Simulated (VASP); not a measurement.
A run of VASP 6.6.1 is set up as follows.

Contents of INCAR:

```
SYSTEM = Si
PREC     = Accurate       ! precision mode
ENCUT    = 520            ! plane-wave cutoff, eV
EDIFF    = 1E-6           ! SCF threshold, eV
ISMEAR   = 0              ! smearing method
SIGMA    = 0.1            ! smearing width, eV
LREAL    = Auto         
LASPH    = .True.         ! aspherical terms in the spheres
NELM     = 80             ! most SCF steps
ALGO     = Normal         ! electronic algorithm
ISIF     = 2              ! what is computed and relaxed
LWAVE    = .False.        ! write WAVECAR
LCHARG   = .False.        ! write CHGCAR
LDIPOL   = .True.       
IDIPOL   = 3            
DIPOL    = 0.5 0.5 0.488
GGA      = PE             ! functional
NBANDS   = 43             ! bands
```

File KPOINTS:

```
Automatic mesh
0
Gamma
  4 5 1
  0 0 0
```

The input POSCAR:

```
Si
1.0
    7.6805090000      0.0000000000      0.0000000000
    0.0000000000      5.4309400000      0.0000000000
    0.0000000000      0.0000000000     23.7603818893
Si
15
Direct
    0.2500000000      0.0000000000      0.3787817907
    0.7500000000      0.0000000000      0.3787817907
    0.0000000000      0.2500000000      0.3787817907
    0.5000000000      0.2500000000      0.3787817907
    0.0000000000      0.5000000000      0.4595939302
    0.5000000000      0.5000000000      0.4595939302
    0.2500000000      0.7500000000      0.4595939302
    0.7500000000      0.7500000000      0.4595939302
    0.2320366023     -0.0013975451      0.5425718994
    0.7679633977     -0.0013975451      0.5425718994
    0.0000000000      0.3113035799      0.5482351544
    0.5000000000      0.2147813957      0.5397509359
    0.5000000000      0.5782788863      0.5920602696
    0.1907696113      0.6438918534      0.6011988317
    0.8092303887      0.6438918534      0.6011988317
```

Potentials or basis: VASP PAW PBE potentials, release 64 (Si).

Run with:

```bash
$ cat potpaw_PBE.64/Si/POTCAR > POTCAR
$ mpirun -np 1 vasp_std > vasp.out
```

Predict the largest force.

0.872 eV/Å.

Estimate the band gap on the k mesh.

zero (bands 30 and 31 overlap by 0.48 eV).

Forces in eV/Å, atoms in the order of the input:
```
Si   0.014  0.844  0.148
Si  -0.014  0.844  0.148
Si   0.000 -0.851  0.187
Si   0.000 -0.830  0.091
Si   0.000  0.036 -0.460
Si   0.000 -0.215  0.206
Si  -0.279  0.096 -0.146
Si   0.279  0.096 -0.146
Si   0.029 -0.031  0.008
Si  -0.029 -0.031  0.008
Si   0.000  0.022  0.022
Si   0.000  0.030 -0.002
Si   0.000 -0.043 -0.021
Si  -0.010  0.016 -0.021
Si   0.010  0.016 -0.021
```

Caveat: the cell differs from its parent crystal (atoms taken out, then relaxed in part).
